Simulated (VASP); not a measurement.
As:

```
As
1.0
     4.69391    0.00000    0.00000
    -2.34695    4.06504    0.00000
     0.00000    0.00000    2.87736
As
3
Direct
  0.00000 0.00000 0.00000
  0.33333 0.66667 0.50000
  0.66667 0.33333 0.50000
```

```yaml
Program: VASP 6.6.1
Task: relaxation of cell and atoms
Functional: LDA
Potentials_or_basis: VASP PAW LDA potentials, release 64 (As)
Cutoff: 600 eV
k_mesh: 8 × 8 × 11
Occupations: fermi-dirac, width 0.1 eV
Spin: no spin polarisation
```

At the start: pressure -0.7 GPa; volume 18.30 Å³/atom.

Task: Where does the relaxation end?

Result: Over 6 steps the energy falls by 16.0 meV/atom and the volume is 18.08 Å³/atom (-1.2 %); space group P6/mmm (No. 191, to 0.05 Å).

The path:
```csv
step,energy change (eV),largest force (eV/Å),pressure (GPa),volume (Å³)
1,0.0000,0.0000,-0.70,54.90
2,-0.0446,0.0000,0.05,54.24
3,-0.0477,0.0000,0.36,54.05
4,-0.0478,0.0000,0.41,54.02
5,-0.0479,0.0000,-0.26,54.40
6,-0.0481,0.0000,-0.01,54.25
```

Final structure:
```
As
1.0
     4.75675    0.00000    0.00000
    -2.37837    4.11946    0.00000
     0.00000    0.00000    2.76856
As
3
Cartesian
  0.0000 0.0000 0.0000
  0.0000 2.7463 1.3843
  2.3784 1.3732 1.3843
```
